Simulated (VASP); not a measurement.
# NaF (R-3m) in VASP: single point with HSE06

Aim: the single point of NaF with HSE06.

All numbers are computed with VASP 6.6.1; they aren't measurements. Logs are shortened: lines on timing, memory, paths and dates and some standing lists are left out, and cuts for length are marked.

## (1) The cell of the first run

Symmetry: R-3m, No. 166, trigonal system. The conventional cell has a = 3.184 Å, b = 3.184 Å, c = 8.080 Å, α = 90.00°, β = 90.00°, γ = 120.00°. Na (site symmetry -3m) has 6 F at 2.28 Å within 3.0 Å. F (site symmetry -3m) has 6 Na at 2.28 Å within 3.0 Å.

## (2) Single point, HSE06 (epitaxial 111 strain -2.0%)

Contents of POSCAR:

```
NaF
1.0
    0.0541389590      2.3053636773      2.3053636773
    2.3053636773      0.0541389590      2.3053636773
    2.3053636773      2.3053636773      0.0541389590
Na F
1 1
Direct
    0.0000000000      0.0000000000      0.0000000000
    0.5000000000      0.5000000000      0.5000000000
```

Contents of INCAR.step1:

```
SYSTEM = NaF
  PREC = Accurate
  ENCUT = 520
  EDIFF = 1E-5
  ISMEAR = 0
  SIGMA = 0.01
  LREAL = .FALSE.
  LASPH = .TRUE.
  NELM = 100
  ALGO = Normal
  ISIF = 2
  LWAVE = .TRUE.
  LCHARG = .FALSE.
  NBANDS = 14
  GGA = PE
```

Contents of INCAR.step2:

```
SYSTEM = NaF
  PREC = Accurate
  ENCUT = 520
  EDIFF = 1E-7
  ISMEAR = 0
  SIGMA = 0.01
  LREAL = .FALSE.
  LASPH = .TRUE.
  NELM = 100
  ALGO = Normal
  ISIF = 2
  LWAVE = .FALSE.
  LCHARG = .FALSE.
  GGA = PE
  LHFCALC = .TRUE.
  HFSCREEN = 0.2079
  PRECFOCK = Normal
  NBANDS = 14
  ISTART = 1
```

Contents of KPOINTS:

```
regular mesh
0
G
  6 6 6
  0 0 0
```

Potentials or basis: VASP PAW PBE potentials, release 64 (Na_pv, F).

Started as:

```bash
> cat potpaw_PBE.64/Na_pv/POTCAR potpaw_PBE.64/F/POTCAR > POTCAR
> cp INCAR.step1 INCAR
> mpirun -np 1 vasp_std > vasp.out
> cp INCAR.step2 INCAR
> mpirun -np 1 vasp_std > vasp.out
```

OUTCAR:

```text
SYSTEM = NaF
   PREC = Accurate
   ENCUT = 520
   EDIFF = 1E-7
   ISMEAR = 0
   LREAL = .FALSE.
   LASPH = .TRUE.
   NELM = 100
   ISIF = 2
   GGA = PE
   LHFCALC = .TRUE.
   HFSCREEN = 0.2079
   PRECFOCK = Normal
   ISTART = 1

 ion  position               nearest neighbor table
   1  0.000  0.000  0.000-   2 2.28   2 2.28   2 2.28   2 2.28   2 2.28   2 2.28
   2  0.500  0.500  0.500-   1 2.28   1 2.28   1 2.28   1 2.28   1 2.28   1 2.28

  LATTYP: Found a trigonal (rhomboedric) cell.
 ALAT       =     3.2607260535
 COS(alpha) =     0.5233396032

  Lattice vectors:

 A1 = (   0.0541389590,   2.3053636773,   2.3053636773)
 A2 = (   2.3053636773,   0.0541389590,   2.3053636773)
 A3 = (   2.3053636773,   2.3053636773,   0.0541389590)

Analysis of symmetry for initial positions (statically):
=====================================================================
 Subroutine PRICEL returns:
 Original cell was already a primitive cell.

 Routine SETGRP: Setting up the symmetry group for a
 trigonal (rhombohedral) supercell.

 Subroutine GETGRP returns: Found 12 space group operations
 (whereof 12 operations were pure point group operations)
 out of a pool of 12 trial point group operations.

The static configuration has the point symmetry D_3d.

Analysis of symmetry for dynamics (positions and initial velocities):
=====================================================================
 Subroutine PRICEL returns:
 Original cell was already a primitive cell.

 Routine SETGRP: Setting up the symmetry group for a
 trigonal (rhombohedral) supercell.

 Subroutine GETGRP returns: Found 12 space group operations
 (whereof 12 operations were pure point group operations)
 out of a pool of 12 trial point group operations.

The dynamic configuration has the point symmetry D_3d.

 Subroutine INISYM returns: Found 12 space group operations
 (whereof 12 operations are pure point group operations),
 and found     1 'primitive' translations

----------------------------------------------------------------------------------------

                                     Primitive cell

  volume of cell :      23.6416

  direct lattice vectors                    reciprocal lattice vectors
     0.054138959  2.305363677  2.305363677    -0.224678966  0.219523691  0.219523691
     2.305363677  0.054138959  2.305363677     0.219523691 -0.224678966  0.219523691
     2.305363677  2.305363677  0.054138959     0.219523691  0.219523691 -0.224678966

  length of vectors
     3.260726054  3.260726054  3.260726054     0.383225703  0.383225703  0.383225703

  position of ions in fractional coordinates (direct lattice)
     0.000000000  0.000000000  0.000000000
     0.500000000  0.500000000  0.500000000

  ion indices of the primitive-cell ions
   primitive index   ion index
                 1           1
                 2           2

----------------------------------------------------------------------------------------

 KPOINTS: regular mesh

Automatic generation of k-mesh.
 Grid dimensions read from file:
 generate k-points for:    6    6    6

 Generating k-lattice:

  Cartesian coordinates                     Fractional coordinates (reciprocal lattice)
    -0.037446494  0.036587282  0.036587282     0.166666667  0.000000000  0.000000000
     0.036587282 -0.037446494  0.036587282     0.000000000  0.166666667  0.000000000
     0.036587282  0.036587282 -0.037446494     0.000000000  0.000000000  0.166666667

  Length of vectors
     0.063870950  0.063870950  0.063870950

  Shift w.r.t. Gamma in fractional coordinates (k-lattice)
     0.000000000  0.000000000  0.000000000

 Subroutine IBZKPT returns following result:
 ===========================================

 Found     32 irreducible k-points:

 Following reciprocal coordinates:
            Coordinates               Weight
  0.000000  0.000000  0.000000      1.000000
  0.166667 -0.000000  0.000000      6.000000
  0.333333 -0.000000 -0.000000      6.000000
  0.500000  0.000000  0.000000      3.000000
  0.166667  0.166667 -0.000000      6.000000
  0.333333  0.166667  0.000000     12.000000
[... 16 lines left out ...]
  0.500000  0.500000  0.166667      6.000000
 -0.333333  0.500000  0.166667     12.000000
 [... further k-points ...]
   k-points           NKPTS =     32   k-points in BZ     NKDIM =    216   number of bands    NBANDS=     14
   number of dos      NEDOS =    301   number of ions     NIONS =      2
   total plane-waves  NPLWV =  13824
   dimension x,y,z NGX =    24 NGY =   24 NGZ =   24
   dimension x,y,z NGXF=    48 NGYF=   48 NGZF=   48
   ions per type =               1   1
   NGX,Y,Z   is equivalent  to a cutoff of  12.24, 12.24, 12.24 a.u.
   NGXF,Y,Z  is equivalent  to a cutoff of  24.47, 24.47, 24.47 a.u.
 SYSTEM =  NaF
   PREC   = accura    normal or accurate (medium, high low for compatibility)
   ISTART =      1    job   : 0-new  1-cont  2-samecut
   ICHARG =      0    charge: 1-file 2-atom 10-const
   ISPIN  =      1    spin polarized calculation?
   LNONCOLLINEAR =      F non collinear calculations
   LSORBIT =      F    spin-orbit coupling
   LASPH  =      T    aspherical Exc in radial PAW
   ENCUT  =  520.0 eV  38.22 Ry    6.18 a.u.   6.06  6.06  6.06*2*pi/ulx,y,z
   NELM   =    100;   NELMIN=  2; NELMDL=  0     # of ELM steps
   EDIFF  = 0.1E-06   stopping-criterion for ELM
   LREAL  =      F    real-space projection
   EDIFFG = 0.1E-05   stopping-criterion for IOM
   NSW    =      0    number of steps for IOM
   IBRION =     -1    ionic relax: 0-MD 1-quasi-New 2-CG
   NFREE  =      0    steps in history (QN), initial steepest desc. (CG)
   ISIF   =      2    stress and relaxation
   ISYM   =      3    0-nonsym 1-usesym 2-fastsym
   POTIM  = 0.5000    time-step for ionic-motion
   TEBEG  =    0.0;   TEEND  =   0.0 temperature during run
   PSTRESS=    0.0 pullay stress
   NELECT =      14.0000    total number of electrons
   NUPDOWN=      -1.0000    fix difference up-down
   EMIN   =  10.00;   EMAX   =-10.00  energy-range for DOS
   EFERMI =   0.00;   METHOD = LEGACY
   ISMEAR =     0;   SIGMA  =   0.01  broadening in eV -4-tet -1-fermi 0-gaus
   EFERMI_NEDOS =   21; number of points for ismear=-14 and -15
   IALGO  =     38    algorithm
   IMIX   =      1    mixing-type and parameters
     AMIX     =   0.40;   BMIX     =  1.00
     AMIX_MAG =   1.60;   BMIX_MAG =  1.00
  volume/ion in A,a.u.               =      11.82        79.77
  Fermi-wavevector in a.u.,A,eV,Ry     =   1.374755  2.597910 25.714337  1.889950
  Thomas-Fermi vector in A             =   2.500153
   LORBIT       =      0    0 simple, 1 ext, 2 COOP (PROOUT), +10 PAW based schemes
   GGA     = PE    functional components
   LHFCALC =     T    Hartree Fock is set to
   PRECFOCK=normal    Normal, Fast or Accurate (Low or Medium for compatibility)
   ENCUT4O =  -1.0   cutoff for four orbital integrals eV
   NKREDX  =     1    reduce k-point grid by
   NKREDY  =     1    reduce k-point grid by
   NKREDZ  =     1    reduce k-point grid by
   AEXX    =    0.2500 exact exchange contribution
   HFSCREEN=    0.2079 screening length (either q_TF or 0.3 A-1)
   HFSCREENC=   0.2079 screening length for correlation (either q_TF or 0.3 A-1)
   ENCUTFOCK=  -1.0 apply spherical cutoff to Coloumb kernel
   IVDW    =     0    specifies the selected vdW correction
   LEPSILON=     F    determine dielectric tensor
   LRPA    =     F    only Hartree local field effects (RPA)
 non-spin polarized calculation
 Gauss-broadening in eV      SIGMA  =   0.01
  energy-cutoff  :      520.00
  volume of cell :       23.64
 maximum number of plane-waves:       646
  NGX = 20; NGY = 20; NGZ = 20

 number of electron      14.0000009 magnetization

 Free energy of the ion-electron system (eV)
  ---------------------------------------------------
  ext. energy  EPLUGINS =         0.00000000
  ---------------------------------------------------
  free energy    TOTEN  =       -10.29482291 eV

  energy without entropy =      -10.29482291  energy(sigma->0) =      -10.29482291

 E-fermi :  -3.4330     XC(G=0):  -7.7005

 val. band max:       -3.5082753902   @ k =   0.0000   0.0000   0.0000
 cond. band min:       5.2090876851   @ k =   0.0000   0.0000   0.0000
 fundamental gap:      8.7173630753
 Fermi energy:        -3.4330288881

 k-point     1 :       0.0000    0.0000    0.0000
  band No.  band energies     occupation
      1     -24.3653      2.00000
      2     -23.7644      2.00000
      3     -23.7644      2.00000
      4     -23.7617      2.00000
      5      -3.6124      2.00000
      6      -3.5083      2.00000
      7      -3.5083      2.00000
      8       5.2091      0.00000
      9      17.6241      0.00000
     10      18.5202      0.00000
     11      18.5202      0.00000
     12      20.9112      0.00000
     13      23.6473      0.00000
     14      23.6473      0.00000

 k-point     2 :       0.1667   -0.0000    0.0000
  band No.  band energies     occupation
      1     -24.5750      2.00000
      2     -23.7685      2.00000
      3     -23.7645      2.00000
      4     -23.5106      2.00000
      5      -4.0390      2.00000
      6      -3.6765      2.00000
      7      -3.5887      2.00000
      8       6.1894      0.00000
      9      15.7062      0.00000
     10      18.2124      0.00000
     11      18.9644      0.00000
     12      22.6299      0.00000
     13      22.9079      0.00000
     14      23.7599      0.00000
[... 343 lines left out ...]
      1     -24.4568      2.00000
      2     -23.8709      2.00000
      3     -23.8103      2.00000
      4     -23.4684      2.00000
      5      -4.8486      2.00000
      6      -4.2109      2.00000
      7      -3.9051      2.00000
      8      11.1243      0.00000
      9      12.2408      0.00000
     10      14.9545      0.00000
     11      18.8929      0.00000
     12      19.7995      0.00000
     13      25.5672      0.00000
     14      27.3230      0.00000

 k-point    24 :      -0.3333    0.5000    0.1667
  band No.  band energies     occupation
      1     -24.4084      2.00000
      2     -23.8994      2.00000
      3     -23.8461      2.00000
      4     -23.4513      2.00000
      5      -4.7400      2.00000
      6      -4.2740      2.00000
      7      -4.1310      2.00000
      8      12.2197      0.00000
      9      12.4154      0.00000
     10      14.0484      0.00000
     11      17.3516      0.00000
     12      21.1739      0.00000
     13      25.7992      0.00000
     14      26.0677      0.00000

 [... further k-points ...]

------------------------ aborting loop because EDIFF is reached ----------------------------------------

  FORCE on cell =-STRESS in cart. coord.  units (eV):
  Direction    XX          YY          ZZ          XY          YZ          ZX
  --------------------------------------------------------------------------------------
  -------------------------------------------------------------------------------------
  Total        0.4647941      0.4647941      0.4647941     -0.1072702     -0.1072702     -0.1072702
  in kB       31.4988206     31.4988206     31.4988206     -7.2696396     -7.2696396     -7.2696396
  external PRESSURE =      31.4988206 kB  Pullay stress =       0.0000000 kB

 VOLUME and BASIS-vectors are now :
 -----------------------------------------------------------------------------
  energy-cutoff  :      520.00
  volume of cell :       23.64
      direct lattice vectors                 reciprocal lattice vectors
     0.054138959  2.305363677  2.305363677    -0.224678966  0.219523691  0.219523691
     2.305363677  0.054138959  2.305363677     0.219523691 -0.224678966  0.219523691
     2.305363677  2.305363677  0.054138959     0.219523691  0.219523691 -0.224678966

 POSITION                                       TOTAL-FORCE (eV/Angst)
 -----------------------------------------------------------------------------------
      0.00000      0.00000      0.00000         0.000000      0.000000      0.000000
      2.33243      2.33243      2.33243        -0.000000     -0.000000     -0.000000
 -----------------------------------------------------------------------------------
    total drift:                                0.000000     -0.000000      0.000000

  FREE ENERGIE OF THE ION-ELECTRON SYSTEM (eV)
  ---------------------------------------------------
  free  energy   TOTEN  =       -10.2948229113 eV

  energy  without entropy=      -10.2948229113  energy(sigma->0) =      -10.29482291
```

Wall time 14 min (1 thread of Intel Xeon 6975P-C (Granite Rapids), shared host); peak memory 0.24 GiB.

Results:

- Free energy: -10.2948 eV
- Pressure: 3.1 GPa
- Band gap on the k mesh: 8.72 eV

Stress tensor (GPa, compression positive):
```
 3.15 -0.73 -0.73
-0.73  3.15 -0.73
-0.73 -0.73  3.15
```

Caveat: the cell differs from its parent crystal (epitaxial 111 strain -2.0%); the cell stands under pressure; the PAW data sets were made with another functional, which shifts forces and pressure a little.
